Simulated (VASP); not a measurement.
# ScBiTe3S: single point with PBE

The system is ScBiTe3S.

```
Sc Bi Te S
1.0
     6.59194    0.00000    0.00000
     0.00000    6.59194    0.00000
     0.00000    0.00000    4.68857
Sc Bi Te S
1 1 3 1
Direct
  0.00000 0.00000 0.00000
  0.00000 0.00000 0.50000
  0.00000 0.50000 0.00000
  0.50000 0.00000 0.00000
  0.50000 0.50000 0.00000
  0.50000 0.50000 0.50000
```

The cell was built from a structure type or drawn by symmetry, and may not be a known phase.

```
Program             : VASP 6.6.1
Task                : single point
Functional          : PBE
Potentials or basis : VASP PAW PBE potentials, release 64 (Sc_sv, Bi_d, Te, S)
Cutoff              : 520 eV
k mesh              : 4 × 4 × 4
Occupations         : gaussian, width 0.1 eV
Spin                : no spin polarisation
```

The pressure is 6.2 GPa. The band gap on the k mesh is zero (bands 25 and 26 overlap by 1.62 eV).

Stress tensor (GPa, compression positive):
```
-5.71  0.00  0.00
 0.00 -5.71  0.00
 0.00  0.00 30.11
```

Levels at points of the mesh, in eV from the Fermi level:
| k point | band 22 | band 23 | band 24 | band 25 | band 26 | band 27 | band 28 | band 29 |
| --- | --- | --- | --- | --- | --- | --- | --- | --- |
| (0.00, 0.00, 0.00) | -0.80 | -0.33 | 1.13 | 1.13 | 1.29 | 1.44 | 1.45 | 1.45 |
| (0.50, 0.00, 0.00) | -0.84 | -0.64 | -0.12 | 0.47 | 1.03 | 1.24 | 1.46 | 1.75 |
| (0.50, 0.50, 0.00) | -0.75 | -0.75 | -0.55 | -0.55 | 0.44 | 0.53 | 0.53 | 1.91 |
| (0.00, 0.00, 0.50) | -1.58 | -1.55 | -1.55 | -1.46 | -0.16 | 1.11 | 1.45 | 1.66 |
| (0.50, 0.00, 0.50) | -1.75 | -1.59 | -1.41 | -0.69 | -0.06 | 0.30 | 1.08 | 1.55 |
| (0.50, 0.50, 0.50) | -1.66 | -1.59 | -1.59 | -1.14 | 0.17 | 0.17 | 0.51 | 1.02 |

Wall time 89 s on 1 thread of Intel(R) Xeon(R) 6975P-C (Granite Rapids), with other jobs on the host, peak memory 0.37 GiB.

Caveat: the cell stands under pressure; spin-orbit coupling is left out, which moves the levels of the heavy elements.
